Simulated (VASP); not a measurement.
# SiMoP3: relaxation of cell and atoms with PBE

Crystal: SiMoP3.

```
Si Mo P
1.0
     3.45556    0.00000    0.00000
    -1.72778    2.99261    0.00000
     0.00000    0.00000    9.28767
Si Mo P
1 1 3
Direct
  0.33333 0.66667 0.56617
  0.00000 0.00000 0.16571
  0.00000 0.00000 0.67763
  0.33333 0.66667 0.32169
  0.33333 0.66667 0.01880
```

```json
{
  "Program": "VASP 6.6.1",
  "Task": "relaxation of cell and atoms",
  "Functional": "PBE",
  "Potentials or basis": "VASP PAW PBE potentials, release 64 (Si, Mo_sv, P)",
  "Cutoff": "600 eV",
  "k mesh": "12 × 12 × 4",
  "Occupations": "gaussian, width 0.1 eV",
  "Spin": "no spin polarisation",
  "Dipole correction": "no",
  "Further INCAR settings": "ALGO = Normal; EDIFF = 1e-06; IBRION = 2; EDIFFG = -0.01; NSW = 100; ISIF = 3"
}
```

```
Relaxed volume                        : 19.17 Å³/atom
Relaxed cell                          : a = 3.451 Å, b = 3.451 Å, c = 9.289 Å, α = 90.00°, β = 90.00°, γ = 120.00°
Space group after relaxing (to 0.1 Å) : P3m1 (No. 156)
Energy gained by relaxing             : 0.1 meV/atom
Ionic steps                           : 7
Pressure after relaxing               : 0.0 GPa
Largest force after relaxing          : 0.004 eV/Å
Band gap on the k mesh                : zero (an odd number of electrons rules out a gap without spin polarisation)
```

Forces on the atoms (eV/Å):
```
Si   0.000  0.000 -0.004
Mo   0.000  0.000 -0.003
P    0.000  0.000  0.001
P    0.000  0.000  0.003
P    0.000  0.000  0.003
```

Step by step:
```
step  energy change (eV)  largest force (eV/Å)  pressure (GPa)  volume (Å³)
   1              0.0000                0.1016           -0.30        96.05
   2             -0.0002                0.0738            0.39        95.54
   3             -0.0006                0.0371            0.08        95.76
   4             -0.0007                0.0175           -0.02        95.84
   5             -0.0007                0.0161           -0.01        95.83
   6             -0.0007                0.0162            0.00        95.82
   7             -0.0007                0.0036            0.00        95.83
```

Final structure:
```
CELL_PARAMETERS angstrom
3.45143 0.00000 0.00000
-1.72572 2.98903 0.00000
0.00000 0.00000 9.28872
ATOMIC_POSITIONS crystal
Si 0.33333 0.66667 0.56600
Mo 0.00000 0.00000 0.16534
P 0.00000 0.00000 0.67790
P 0.33333 0.66667 0.32159
P 0.33333 0.66667 0.01915
```

Levels at points of the mesh, in eV from the Fermi level:
| k point | band 14 | band 15 | band 16 | band 17 | band 18 | band 19 |
| --- | --- | --- | --- | --- | --- | --- |
| (0.00, 0.00, 0.00) | -0.75 | -0.75 | -0.44 | 1.58 | 2.79 | 2.79 |
| (0.50, 0.00, 0.00) | -2.05 | -1.63 | -0.58 | -0.03 | 1.54 | 1.77 |
| (0.00, 0.00, 0.50) | -1.34 | -0.73 | -0.73 | 1.56 | 2.77 | 2.77 |
| (0.50, 0.00, 0.50) | -1.93 | -1.59 | -0.63 | 0.07 | 1.59 | 1.73 |

Run time: 5.7 min on 1 thread of Intel(R) Xeon(R) Platinum 8488C (Sapphire Rapids), with other jobs on the host, peak memory 0.36 GiB.

Caveat: this functional lacks dispersion, which binds layers or chains, so the pressure and a relaxed spacing across them are unreliable; an odd number of electrons without spin polarisation forces a metal; a magnetic or distorted state may lie lower.
